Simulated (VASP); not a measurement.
Set up this calculation in VASP 6.6.1, as the native input.

| Property | Result |
| --- | --- |
| Task | electric field gradients |
| Functional | LDA |
| Potentials or basis | VASP PAW LDA potentials, release 64 (Sc_sv, F) |
| Cutoff | 520 eV |
| k mesh | 6 × 6 × 6 |
| Occupations | fermi-dirac, width 0.02 eV |
| Spin | no spin polarisation |
| Dipole correction | no |
| Further INCAR settings | ALGO = Normal; EDIFF = 1e-08; NBANDS = 24 |

The structure of ScF3 lies in POSCAR:

```
ScF3
1.0
    4.0525745000      0.0000000000      0.0000000000
    0.0000000000      4.0525745000      0.0000000000
    0.0000000000      0.0000000000      4.0124500000
Sc F
1 3
Direct
    0.0000000000      0.0000000000      0.0000000000
    0.5000000000      0.0000000000      0.0000000000
    0.0000000000      0.5000000000      0.0000000000
    0.0000000000      0.0000000000      0.5000000000
```

This cell differs from its parent crystal: equal xx and yy strain of +1 %.

The input as run:

INCAR

```
PREC     = Accurate       # precision mode
ENCUT    = 520            # plane-wave cutoff, eV
EDIFF    = 1E-8           # SCF threshold, eV
ISMEAR   = -1             # smearing method
SIGMA    = 0.02           # smearing width, eV
LREAL    = F              # projectors in reciprocal space
LASPH    = T              # aspherical terms in the spheres
NELM     = 100            # most SCF steps
ALGO     = Normal         # electronic algorithm
ISIF     = 2              # what is computed and relaxed
LWAVE    = F              # write WAVECAR
LCHARG   = F              # write CHGCAR
LEFG     = T            
NBANDS   = 24             # bands
```

KPOINTS

```
Automatic mesh
0
Gamma
  6 6 6
```

Potentials or basis: VASP PAW LDA potentials, release 64 (Sc_sv, F).

Command:

```console
$ cat potpaw_LDA.64/Sc_sv/POTCAR potpaw_LDA.64/F/POTCAR > POTCAR
$ mpirun -np 1 vasp_std > vasp.out
```

It gave:

| Item | Value |
| --- | --- |
| Pressure | -4.1 GPa |
| Band gap on the k mesh | 6.05 eV, indirect (least direct gap 6.59 eV) |

Caveat: the cell differs from its parent crystal (equal xx and yy strain of +1 %); without QUAD_EFG the Cq values of the log hold for a quadrupole moment of 1 mb, not for the nuclei.

Wall time 98 s on 1 thread of Intel(R) Xeon(R) Platinum 8375C CPU @ 2.90GHz (Ice Lake), on a shared host, peak memory 0.18 GiB.
